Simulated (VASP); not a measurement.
Input of a VASP 6.6.1 run:

INCAR

```
SYSTEM = Si8H3F
PREC = Accurate ; ENCUT = 520
EDIFF = 1E-6 ; ISMEAR = -1
SIGMA = 0.05 ; LREAL = Auto
LASPH = .TRUE. ; NELM = 60
ALGO = Normal ; ISIF = 2
LWAVE = .FALSE. ; LCHARG = .TRUE.
LELF = .TRUE. ; LVHAR = .TRUE.
NBANDS = 60
```

The input KPOINTS:

```
regular mesh
0
G
  2 2 1
  0 0 0
```

POSCAR

```
Si8H3F
1.0
    7.6791800000      0.0000000000      0.0000000000
    3.8395900000      6.6503650000      0.0000000000
    0.0000000000      0.0000000000     19.8687650000
H Si F
6 16 2
Direct
    0.1666668792      0.1666675438      0.0503302545
    0.6666681814      0.1666675438      0.0503302545
    0.1666662146      0.6666701752      0.0503302545
    0.6666675168      0.6666701752      0.0503302545
    0.0041383984      0.4945893947      0.3993554708
    0.4997471433      0.4961081084      0.3995567918
    0.1666668792      0.1666675438      0.1258256364
    0.6666681814      0.1666675438      0.1258256364
    0.1666662146      0.6666701752      0.1258256364
    0.6666675168      0.6666701752      0.1258256364
   -0.1677311253      0.3354101617      0.1617815702
    0.3321212840      0.3357860809      0.1613990603
   -0.1655247683      0.8320144834      0.1642326536
    0.3334602607      0.8321197408      0.1643182150
   -0.1707929776      0.3411692441      0.2785376947
    0.3300456701      0.3400414864      0.2778582363
   -0.1619356166      0.8224661353      0.2805660040
    0.3393057463      0.8226165030      0.2807371268
   -0.0006073697      0.0009022061      0.3003608931
    0.4993657288      0.0013232356      0.3013222010
    0.0043715070      0.4926646883      0.3217109871
    0.5027048850      0.4928752031      0.3219374732
   -0.0274758851      0.0378926570      0.4699537188
    0.1498007104     -0.2032369652      0.4786910510
```

Potentials or basis: VASP PAW LDA potentials, release 64 (H, Si, F).

Run with:

```console
$ cat potpaw_LDA.64/H/POTCAR potpaw_LDA.64/Si/POTCAR potpaw_LDA.64/F/POTCAR > POTCAR
$ mpirun -np 1 vasp_std > vasp.out
```

What does it give for the largest force?

0.673 eV/Å.

Estimate the band gap on the k mesh.

zero (band 42 reaches -1.74 eV, above the bottom of band 43 at -1.80 eV).

Forces on the atoms (eV/Å):
```
H   -0.008 -0.053 -0.055
H    0.007 -0.053 -0.056
H    0.002  0.040 -0.129
H   -0.002  0.040 -0.118
H    0.000 -0.009 -0.673
H   -0.001 -0.007 -0.651
Si  -0.003 -0.092  0.255
Si   0.003 -0.092  0.250
Si   0.004  0.186 -0.148
Si  -0.004  0.195 -0.008
Si   0.001 -0.151 -0.057
Si  -0.002 -0.137 -0.037
Si   0.013  0.137 -0.386
Si  -0.012  0.140 -0.382
Si  -0.003 -0.118  0.313
Si   0.002 -0.148  0.287
Si  -0.019  0.089  0.467
Si   0.014  0.087  0.473
Si  -0.003 -0.080  0.182
Si  -0.001 -0.100  0.011
Si   0.001  0.089  0.575
Si  -0.009  0.100  0.569
F    0.060 -0.217 -0.473
F   -0.041  0.151 -0.210
```

Caveat: the k points lie up to 0.47 Å⁻¹ apart.
